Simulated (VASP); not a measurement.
The system is AlCr2C.

```xyz
8
Lattice="2.8413 0.0000 0.0000 -1.4207 2.4607 0.0000 0.0000 0.0000 12.6988" Properties=species:S:1:pos:R:3 pbc="T T T"
Al    1.4207    0.8202    3.1747
Al    0.0000    1.6404    9.5241
Cr    0.0000    1.6404    5.2799
Cr    1.4207    0.8202   11.6293
Cr    1.4207    0.8202    7.4189
Cr    0.0000    1.6404    1.0695
C     0.0000    0.0000    6.3494
C     0.0000    0.0000    0.0000
```

* Program: VASP 6.6.1
* Task: relaxation of cell and atoms
* Functional: PBE
* Dispersion: D3(BJ)
* Potentials or basis: VASP PAW PBE potentials, release 64 (Al, Cr_pv, C)
* Cutoff: 600 eV
* k mesh: 15 × 15 × 4
* Occupations: gaussian, width 0.1 eV
* Spin: no spin polarisation

At the start: pressure -5.6 GPa; volume 11.10 Å³/atom.

Q: Where does the relaxation end?

A: Over 7 steps the energy falls by 6.0 meV/atom and the volume is 10.77 Å³/atom (-2.9 %); space group P6_3/mmc (No. 194, to 0.05 Å).

The path:
```tsv
step	energy change (eV)	largest force (eV/Å)	pressure (GPa)	volume (Å³)
1	0.0000	0.0341	-5.56	88.78
2	0.0223	0.6728	7.85	83.93
3	-0.0395	0.3075	0.03	86.58
4	-0.0482	0.0227	0.01	86.17
5	-0.0482	0.0004	0.07	86.14
6	-0.0482	0.0059	0.01	86.15
7	-0.0482	0.0033	-0.05	86.17
```

Final structure:
```
Al Cr C
1.0
     2.81303    0.00000    0.00000
    -1.40652    2.43616    0.00000
     0.00000    0.00000   12.57394
Al Cr C
2 4 2
Cartesian
  1.4065 0.8121 3.1435
  0.0000 1.6241 9.4305
  0.0000 1.6241 5.2131
  1.4065 0.8121 11.5001
  1.4065 0.8121 7.3608
  0.0000 1.6241 1.0739
  0.0000 0.0000 6.2870
  0.0000 0.0000 12.5739
```

Caveat: pairwise dispersion overbinds metals, which lowers pressure and volume.
